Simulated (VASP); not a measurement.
# GaAs: relaxation of cell and atoms with PBEsol

The system is GaAs.

```
CELL_PARAMETERS angstrom
2.82915 2.82915 0.00000
-2.82915 2.82915 0.00000
0.00000 2.82915 2.82915
ATOMIC_POSITIONS crystal
Ga 0.00000 0.00000 0.00000
As 0.75000 0.25000 0.50000
```

```
Program                : VASP 6.6.1
Task                   : relaxation of cell and atoms
Functional             : PBEsol
Potentials or basis    : VASP PAW PBE potentials, release 64 (Ga_d, As)
Cutoff                 : 600 eV
k mesh                 : 8 × 8 × 8
Occupations            : gaussian, width 0.01 eV
Spin                   : no spin polarisation
Target pressure        : 4 GPa
Dipole correction      : no
Further INCAR settings : ALGO = Normal; EDIFF = 1e-06; IBRION = 2; EDIFFG = -0.002; NSW = 100; ISIF = 3
```

```yaml
Relaxed_volume: 21.57 Å³/atom
Relaxed_cell: a = 3.937 Å, b = 3.937 Å, c = 3.937 Å, α = 60.00°, β = 60.00°, γ = 90.00°
Space_group_after_relaxing_to_0.1_Å: F-43m (No. 216)
Energy_change_on_relaxing_the_run_minimises_the_enthalpy: +13.1 meV/atom
Ionic_steps: 10
Pressure_after_relaxing: 4.0 GPa
Band_gap_on_the_k_mesh: 0.80 eV
```

Step by step:
| step | energy change (eV) | largest force (eV/Å) | pressure (GPa) | volume (Å³) |
| --- | --- | --- | --- | --- |
| 1 | 0.0000 | 0.0000 | 0.14 | 45.29 |
| 2 | 0.0714 | 0.0000 | 6.88 | 41.81 |
| 3 | 0.0267 | 0.0000 | 4.05 | 43.13 |
| 4 | 0.0257 | 0.0000 | 3.87 | 43.17 |
| 5 | 0.0258 | 0.0000 | 3.89 | 43.17 |
| 6 | 0.0260 | 0.0000 | 3.95 | 43.16 |
| 7 | 0.0260 | 0.0000 | 3.94 | 43.16 |
| 8 | 0.0261 | 0.0000 | 3.93 | 43.16 |
| 9 | 0.0261 | 0.0000 | 3.93 | 43.16 |
| 10 | 0.0263 | 0.0000 | 4.01 | 43.15 |

Final structure:
```cif
data_structure
_symmetry_space_group_name_H-M 'P 1'
_symmetry_Int_Tables_number 1
_cell_length_a 3.9370
_cell_length_b 3.9370
_cell_length_c 3.9370
_cell_angle_alpha 60.000
_cell_angle_beta 60.000
_cell_angle_gamma 90.000
_cell_volume 43.15
loop_
_atom_site_label
_atom_site_type_symbol
_atom_site_fract_x
_atom_site_fract_y
_atom_site_fract_z
_atom_site_occupancy
Ga1 Ga 0.00000 0.00000 0.00000 1
As1 As 0.75000 0.25000 0.50000 1
```

Levels at points of the mesh, in eV from the valence-band top:
| k point | band 6 | band 7 | band 8 | band 9 | band 10 | band 11 | band 12 | band 13 |
| --- | --- | --- | --- | --- | --- | --- | --- | --- |
| (0.00, 0.00, 0.00) | -13.09 | 0.00 | 0.00 | 0.00 | 0.80 | 3.70 | 3.70 | 3.70 |
| (0.50, 0.00, 0.00) | -11.17 | -6.94 | -1.22 | -1.22 | 1.06 | 4.59 | 4.59 | 7.62 |
| (0.50, 0.50, 0.00) | -10.36 | -7.07 | -2.87 | -2.87 | 1.26 | 1.54 | 10.50 | 10.50 |

It took 37 s on 1 thread of Intel(R) Xeon(R) 6975P-C (Granite Rapids), with other jobs on the host, peak memory 0.2 GiB.

Caveat: the cell is relaxed towards a set pressure, so the run minimises the enthalpy, not the energy; the PAW data sets were made with another functional, which shifts forces and pressure a little. A k mesh can miss the band edges.
